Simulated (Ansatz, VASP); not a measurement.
# BAs in VASP and in Ansatz

```
CELL_PARAMETERS angstrom
0.00000 2.48857 2.40441
2.40441 0.00000 2.40441
2.40441 2.48857 0.00000
ATOMIC_POSITIONS crystal
B 0.00000 0.00000 0.00000
As 0.75000 0.75000 0.75000
```

Change from the starting cell: strain +0.0350 x Voigt [0, 1, 0, 0, 0, 0], atoms carried along.

Alike in both runs: task single point; functional PBE; k mesh 10 × 10 × 10; occupations gaussian, width 0.05 eV; no spin polarisation.

|  | VASP | Ansatz |
| --- | --- | --- |
| version | VASP 6.6.1 | Ansatz 0.2.0 |
| potentials or method | VASP PAW PBE potentials, release 64 (B, As), cutoff 520 eV | scalar-relativistic, plane waves, PAW |
| valence electrons in the cell | 8 | 18 |

|  | VASP | Ansatz | Ansatz less VASP |
| --- | --- | --- | --- |
| gap on the k mesh at the Fermi level (eV) | 0.98 | 0.99 | +0.007 |
| least direct gap on the mesh (eV) | 3.03 | 3.04 | +0.004 |
| pressure (GPa) | -3.7 | -4.2 | -0.50 |
| traceless stress, the component that is largest in VASP (GPa) | -4.72 | -4.74 | -0.017 |

VASP's potentials hold 8 valence electrons a cell and Ansatz's 18, so a difference there can come from the potentials and not from the codes.
